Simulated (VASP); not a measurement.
# Si (P6_3/mmc) in VASP: a series of runs

Runs on Si. Level: LDA. Tasks: single point.

All numbers are computed with VASP 6.6.1; they aren't measurements. Logs are shortened: lines on timing, memory, paths and dates and some standing lists are left out, and cuts for length are marked.

**1. The cell of the first run**

Symmetry: P6_3/mmc, No. 194, hexagonal system. The conventional cell has a = 3.854 Å, b = 3.854 Å, c = 6.120 Å, α = 90.00°, β = 90.00°, γ = 120.00°. Si (site symmetry 3m) has 4 Si at 2.29 to 2.35 Å within 3.0 Å.

This isn't the form of Si at room conditions, which is diamond.

**2. Single point, LDA**

INCAR reads:

```
SYSTEM = Si
PREC     = Accurate       ! precision mode
ENCUT    = 520            ! plane-wave cutoff, eV
EDIFF    = 1E-6           ! SCF threshold, eV
ISMEAR   = 0              ! smearing method
SIGMA    = 0.03           ! smearing width, eV
LREAL    = .FALSE.        ! projectors in reciprocal space
LASPH    = .TRUE.         ! aspherical terms in the spheres
NELM     = 80             ! most SCF steps
ALGO     = Normal         ! electronic algorithm
ISIF     = 2              ! what is computed and relaxed
LWAVE    = .FALSE.        ! write WAVECAR
LCHARG   = .TRUE.         ! write CHGCAR
GGA      = CA             ! functional
LELF     = .TRUE.         ! ELF
LVHAR    = .TRUE.       
NBANDS   = 16             ! bands
```

KPOINTS reads:

```
regular mesh
0
G
  12 12 6
  0 0 0
```

POSCAR reads:

```
Si
1.0
    3.8537843876      0.0000000000      0.0000000000
   -1.9268921938      3.3374751803      0.0000000000
    0.0000000000      0.0000000000      6.1198096075
Si
4
Direct
    0.3333333333      0.6666666667      0.0630360460
    0.6666666667      0.3333333333      0.5630360460
    0.3333333333      0.6666666667      0.4369639540
    0.6666666667      0.3333333333      0.9369639540
```

Potentials or basis: VASP PAW LDA potentials, release 64 (Si).

Command:

```
$ cat potpaw_LDA.64/Si/POTCAR > POTCAR
$ mpirun -np 1 vasp_std > vasp.out
```

OUTCAR:

```text
SYSTEM = Si
   PREC = Accurate
   ENCUT = 520
   EDIFF = 1E-6
   ISMEAR = 0
   LREAL = .FALSE.
   LASPH = .TRUE.
   NELM = 80
   ISIF = 2
   GGA = CA

 ion  position               nearest neighbor table
   1  0.333  0.667  0.063-   3 2.29   4 2.35   4 2.35   4 2.35
   2  0.667  0.333  0.563-   4 2.29   3 2.35   3 2.35   3 2.35
   3  0.333  0.667  0.437-   1 2.29   2 2.35   2 2.35   2 2.35
   4  0.667  0.333  0.937-   2 2.29   1 2.35   1 2.35   1 2.35

  LATTYP: Found a hexagonal cell.
 ALAT       =     3.8537843876
 C/A-ratio  =     1.5880000000

  Lattice vectors:

 A1 = (   3.8537843876,   0.0000000000,   0.0000000000)
 A2 = (  -1.9268921938,   3.3374751803,   0.0000000000)
 A3 = (   0.0000000000,   0.0000000000,   6.1198096075)

Analysis of symmetry for initial positions (statically):
=====================================================================
 Subroutine PRICEL returns:
 Original cell was already a primitive cell.

 Routine SETGRP: Setting up the symmetry group for a
 hexagonal supercell.

 Subroutine GETGRP returns: Found 24 space group operations
 (whereof 12 operations were pure point group operations)
 out of a pool of 24 trial point group operations.

The static configuration has the point symmetry D_3d.
 The point group associated with its full space group is D_6h.

Analysis of symmetry for dynamics (positions and initial velocities):
=====================================================================
 Subroutine PRICEL returns:
 Original cell was already a primitive cell.

 Routine SETGRP: Setting up the symmetry group for a
 hexagonal supercell.

 Subroutine GETGRP returns: Found 24 space group operations
 (whereof 12 operations were pure point group operations)
 out of a pool of 24 trial point group operations.

The dynamic configuration has the point symmetry D_3d.
 The point group associated with its full space group is D_6h.

 Subroutine INISYM returns: Found 24 space group operations
 (whereof 12 operations are pure point group operations),
 and found     1 'primitive' translations

----------------------------------------------------------------------------------------

                                     Primitive cell

  volume of cell :      78.7124

  direct lattice vectors                    reciprocal lattice vectors
     3.853784388  0.000000000  0.000000000     0.259485197  0.149813848  0.000000000
    -1.926892194  3.337475180  0.000000000     0.000000000  0.299627696  0.000000000
     0.000000000  0.000000000  6.119809607     0.000000000  0.000000000  0.163403776

  length of vectors
     3.853784388  3.853784388  6.119809607     0.299627696  0.299627696  0.163403776

  position of ions in fractional coordinates (direct lattice)
     0.333333333  0.666666667  0.063036046
     0.666666667  0.333333333  0.563036046
     0.333333333  0.666666667  0.436963954
     0.666666667  0.333333333  0.936963954

  ion indices of the primitive-cell ions
   primitive index   ion index
                 1           1
                 2           2
                 3           3
                 4           4

----------------------------------------------------------------------------------------

 KPOINTS: regular mesh

Automatic generation of k-mesh.
 Grid dimensions read from file:
 generate k-points for:   12   12    6

 Generating k-lattice:

  Cartesian coordinates                     Fractional coordinates (reciprocal lattice)
     0.021623766  0.012484487  0.000000000     0.083333333  0.000000000  0.000000000
     0.000000000  0.024968975  0.000000000     0.000000000  0.083333333  0.000000000
     0.000000000  0.000000000  0.027233963     0.000000000  0.000000000  0.166666667

  Length of vectors
     0.024968975  0.024968975  0.027233963

  Shift w.r.t. Gamma in fractional coordinates (k-lattice)
     0.000000000  0.000000000  0.000000000

 Subroutine IBZKPT returns following result:
 ===========================================

 Found     76 irreducible k-points:

 Following reciprocal coordinates:
            Coordinates               Weight
  0.000000  0.000000  0.000000      1.000000
  0.083333  0.000000  0.000000      6.000000
  0.166667  0.000000  0.000000      6.000000
  0.250000  0.000000  0.000000      6.000000
  0.333333  0.000000  0.000000      6.000000
  0.416667  0.000000  0.000000      6.000000
[... 16 lines left out ...]
  0.250000  0.000000  0.166667     12.000000
  0.333333  0.000000  0.166667     12.000000
 [... further k-points ...]
   k-points           NKPTS =     76   k-points in BZ     NKDIM =     76   number of bands    NBANDS=     16
   number of dos      NEDOS =    301   number of ions     NIONS =      4
   total plane-waves  NPLWV =  43200
   dimension x,y,z NGX =    30 NGY =   30 NGZ =   48
   dimension x,y,z NGXF=    60 NGYF=   60 NGZF=   96
   ions per type =               4
   NGX,Y,Z   is equivalent  to a cutoff of  12.94, 12.94, 13.04 a.u.
   NGXF,Y,Z  is equivalent  to a cutoff of  25.88, 25.88, 26.08 a.u.
 SYSTEM =  Si
   PREC   = accura    normal or accurate (medium, high low for compatibility)
   ISTART =      0    job   : 0-new  1-cont  2-samecut
   ICHARG =      2    charge: 1-file 2-atom 10-const
   ISPIN  =      1    spin polarized calculation?
   LNONCOLLINEAR =      F non collinear calculations
   LSORBIT =      F    spin-orbit coupling
   LASPH  =      T    aspherical Exc in radial PAW
   ENCUT  =  520.0 eV  38.22 Ry    6.18 a.u.   7.17  7.17 11.38*2*pi/ulx,y,z
   NELM   =     80;   NELMIN=  2; NELMDL= -5     # of ELM steps
   EDIFF  = 0.1E-05   stopping-criterion for ELM
   LREAL  =      F    real-space projection
   EDIFFG = 0.1E-04   stopping-criterion for IOM
   NSW    =      0    number of steps for IOM
   IBRION =     -1    ionic relax: 0-MD 1-quasi-New 2-CG
   NFREE  =      0    steps in history (QN), initial steepest desc. (CG)
   ISIF   =      2    stress and relaxation
   ISYM   =      2    0-nonsym 1-usesym 2-fastsym
   POTIM  = 0.5000    time-step for ionic-motion
   TEBEG  =    0.0;   TEEND  =   0.0 temperature during run
   PSTRESS=    0.0 pullay stress
   NELECT =      16.0000    total number of electrons
   NUPDOWN=      -1.0000    fix difference up-down
   EMIN   =  10.00;   EMAX   =-10.00  energy-range for DOS
   EFERMI =   0.00;   METHOD = LEGACY
   ISMEAR =     0;   SIGMA  =   0.03  broadening in eV -4-tet -1-fermi 0-gaus
   EFERMI_NEDOS =   21; number of points for ismear=-14 and -15
   IALGO  =     38    algorithm
   IMIX   =      4    mixing-type and parameters
     AMIX     =   0.40;   BMIX     =  1.00
     AMIX_MAG =   1.60;   BMIX_MAG =  1.00
  volume/ion in A,a.u.               =      19.68       132.79
  Fermi-wavevector in a.u.,A,eV,Ry     =   0.962573  1.818999 12.606436  0.926547
  Thomas-Fermi vector in A             =   2.092044
   LORBIT       =      0    0 simple, 1 ext, 2 COOP (PROOUT), +10 PAW based schemes
   GGA     = CA    functional components
   LHFCALC =     F    Hartree Fock is set to
   AEXX    =    0.0000 exact exchange contribution
   IVDW    =     0    specifies the selected vdW correction
   LEPSILON=     F    determine dielectric tensor
   LRPA    =     F    only Hartree local field effects (RPA)
 non-spin polarized calculation
 Gauss-broadening in eV      SIGMA  =   0.03
  energy-cutoff  :      520.00
  volume of cell :       78.71
 maximum number of plane-waves:      2139
 NGX is ok and might be reduce to    30

 number of electron      16.0000002 magnetization

 Free energy of the ion-electron system (eV)
  ---------------------------------------------------
  ext. energy  EPLUGINS =         0.00000000
  ---------------------------------------------------
  free energy    TOTEN  =       -23.73474269 eV

  energy without entropy =      -23.73472325  energy(sigma->0) =      -23.73473297

 E-fermi :   6.2651     XC(G=0):  -9.6636

 val. band max:        6.2291767710   @ k =   0.0000   0.0000   0.0000
 cond. band min:       6.3049146613   @ k =   0.5000   0.0000   0.0000
 fundamental gap:      0.0757378903
 Fermi energy:         6.2650769864

 k-point     1 :       0.0000    0.0000    0.0000
  band No.  band energies     occupation
      1      -6.1503      2.00000
      2      -3.5174      2.00000
      3      -1.2070      2.00000
      4       4.4493      2.00000
      5       4.4493      2.00000
      6       5.8900      2.00000
[... 8 lines left out ...]
     15      10.4013      0.00000
     16      11.8814      0.00000

 k-point     2 :       0.0833    0.0000    0.0000
  band No.  band energies     occupation
      1      -6.0709      2.00000
      2      -3.4362      2.00000
      3      -1.1676      2.00000
      4       3.7506      2.00000
      5       4.2831      2.00000
      6       5.6132      2.00000
[... 8 lines left out ...]
     15      10.7051      0.00000
     16      11.4064      0.00000

 k-point     3 :       0.1667    0.0000    0.0000
  band No.  band energies     occupation
      1      -5.8347      2.00000
      2      -3.1943      2.00000
      3      -1.0782      2.00000
      4       2.5832      2.00000
      5       3.9140      2.00000
      6       4.4058      2.00000
[... 8 lines left out ...]
     15      11.5091      0.00000
     16      11.6282      0.00000

 k-point     4 :       0.2500    0.0000    0.0000
  band No.  band energies     occupation
      1      -5.4494      2.00000
      2      -2.7981      2.00000
      3      -1.0659      2.00000
      4       1.5878      2.00000
      5       3.1186      2.00000
      6       3.5243      2.00000
[... 8 lines left out ...]
     15      11.9957      0.00000
     16      12.6429      0.00000
[... 324 lines left out ...]
 k-point    22 :       0.1667    0.0000    0.1667
  band No.  band energies     occupation
      1      -5.7368      2.00000
      2      -3.6189      2.00000
      3      -0.5038      2.00000
      4       2.6970      2.00000
      5       3.9091      2.00000
      6       3.9949      2.00000
[... 8 lines left out ...]
     15      11.2847      0.00000
     16      11.8474      0.00000

 k-point    23 :       0.2500    0.0000    0.1667
  band No.  band energies     occupation
      1      -5.3523      2.00000
      2      -3.2412      2.00000
      3      -0.5466      2.00000
      4       1.7729      2.00000
      5       2.7043      2.00000
      6       3.6065      2.00000
[... 8 lines left out ...]
     15      12.1166      0.00000
     16      12.4310      0.00000

 k-point    24 :       0.3333    0.0000    0.1667
  band No.  band energies     occupation
      1      -4.8397      2.00000
      2      -2.7590      2.00000
      3      -0.9806      2.00000
      4       1.4317      2.00000
      5       1.5641      2.00000
      6       3.2924      2.00000
[... 8 lines left out ...]
     15      13.0977      0.00000
     16      13.1582      0.00000

 [... further k-points ...]

------------------------ aborting loop because EDIFF is reached ----------------------------------------

  FORCE on cell =-STRESS in cart. coord.  units (eV):
  Direction    XX          YY          ZZ          XY          YZ          ZX
  --------------------------------------------------------------------------------------
  -------------------------------------------------------------------------------------
  Total       -1.4596521     -1.4596521      3.4500688      0.0000000     -0.0000000      0.0000000
  in kB      -29.7109520    -29.7109520     70.2255210      0.0000000     -0.0000000      0.0000000
  external PRESSURE =       3.6012057 kB  Pullay stress =       0.0000000 kB

 VOLUME and BASIS-vectors are now :
 -----------------------------------------------------------------------------
  energy-cutoff  :      520.00
  volume of cell :       78.71
      direct lattice vectors                 reciprocal lattice vectors
     3.853784388  0.000000000  0.000000000     0.259485197  0.149813848  0.000000000
    -1.926892194  3.337475180  0.000000000     0.000000000  0.299627696  0.000000000
     0.000000000  0.000000000  6.119809607     0.000000000  0.000000000  0.163403776

 POSITION                                       TOTAL-FORCE (eV/Angst)
 -----------------------------------------------------------------------------------
     -0.00000      2.22498      0.38577         0.000000      0.000000     -0.511535
      1.92689      1.11249      3.44567        -0.000000      0.000000     -0.511535
     -0.00000      2.22498      2.67414         0.000000      0.000000      0.511535
      1.92689      1.11249      5.73404        -0.000000     -0.000000      0.511535
 -----------------------------------------------------------------------------------
    total drift:                                0.000000     -0.000000      0.000000

  FREE ENERGIE OF THE ION-ELECTRON SYSTEM (eV)
  ---------------------------------------------------
  free  energy   TOTEN  =       -23.7347426872 eV

  energy  without entropy=      -23.7347232531  energy(sigma->0) =      -23.73473297
```

It took 2 min on 1 thread of Intel Xeon 8259CL, shared host; peak memory 0.2 GiB.

What came out:

| Item | Value |
| --- | --- |
| Free energy | -23.7347 eV |
| Pressure | 0.4 GPa |
| Largest force | 0.512 eV/Å |
| Band gap on the k mesh | 0.08 eV (least direct gap 0.53 eV) |

Forces on the atoms (eV/Å):
```
Si   0.000  0.000 -0.512
Si   0.000  0.000 -0.512
Si   0.000  0.000  0.512
Si   0.000  0.000  0.512
```

Levels at points of the mesh, in eV from the valence-band top:
```csv
k point,band 6,band 7,band 8,band 9,band 10,band 11
"(0.00, 0.00, 0.00)",-0.34,0.00,0.00,0.53,1.70,1.70
"(0.50, 0.00, 0.00)",-3.29,-3.18,-1.40,0.08,2.33,2.84
"(0.00, 0.00, 0.50)",-1.11,-1.11,-1.11,1.45,1.45,2.79
"(0.50, 0.00, 0.50)",-2.57,-2.40,-2.40,0.79,0.79,1.71
```

 A k mesh can miss the band edges.

**3. Single point, LDA**

This run uses another cell than the first one, of the same volume but with other edges.

INCAR reads:

```
ALGO     = Normal         # electronic algorithm
EDIFF    = 1E-6           # SCF threshold, eV
ENCUT    = 520            # plane-wave cutoff, eV
GGA      = CA             # functional
ISIF     = 2              # what is computed and relaxed
ISMEAR   = 0              # smearing method
LASPH    = T              # aspherical terms in the spheres
LCHARG   = F              # write CHGCAR
LREAL    = F              # projectors in reciprocal space
LWAVE    = F              # write WAVECAR
NBANDS   = 16             # bands
NELM     = 60             # most SCF steps
PREC     = Accurate       # precision mode
SIGMA    = 0.03           # smearing width, eV
```

KPOINTS reads:

```
k-points
0
Gamma
  12 12 6
```

POSCAR reads:

```
Si
1.0
    3.6181519190      0.0000000000      0.0000000000
   -1.8090759595      3.1334114766      0.0000000000
    0.0000000000      0.0000000000      6.9428717174
Si
4
Direct
    0.3333333333      0.6666666667      0.0773474439
    0.6666666667      0.3333333333      0.5773474439
    0.3333333333      0.6666666667      0.4226525561
    0.6666666667      0.3333333333      0.9226525561
```

Potentials or basis: VASP PAW LDA potentials, release 64 (Si).

Command:

```
$ cat potpaw_LDA.64/Si/POTCAR > POTCAR
$ mpirun -np 1 vasp_std > vasp.out
```

Run time: 2.2 min. Hardware: 1 thread of Intel Xeon 8259CL, shared host; peak memory 0.2 GiB.

The run converged. Its results:

| Property | Result |
| --- | --- |
| Free energy | -23.0924 eV |
| Pressure | -1.7 GPa |
| Largest force | 1.001 eV/Å |
| Band gap on the k mesh | zero (bands 8 and 9 overlap by 0.91 eV) |

Forces on the atoms (eV/Å):
```
Si   0.000  0.000 -1.001
Si   0.000  0.000 -1.001
Si   0.000  0.000  1.001
Si   0.000  0.000  1.001
```

Stress tensor (GPa, compression positive):
```
  5.00   0.00   0.00
  0.00   5.00   0.00
  0.00   0.00 -15.08
```

Levels at points of the mesh, in eV from the Fermi level:
```csv
k point,band 6,band 7,band 8,band 9,band 10,band 11
"(0.00, 0.00, 0.00)",-0.52,0.05,0.67,0.67,2.56,2.56
"(0.50, 0.00, 0.00)",-3.58,-2.39,-1.13,0.99,1.49,2.19
"(0.00, 0.00, 0.50)",-0.05,-0.05,-0.05,2.94,2.94,3.48
"(0.50, 0.00, 0.50)",-3.37,-1.89,-1.89,-0.01,-0.01,1.77
```

Caveat: forces of over 1 eV/Å act on the atoms, so gaps and moduli don't describe the material at rest.
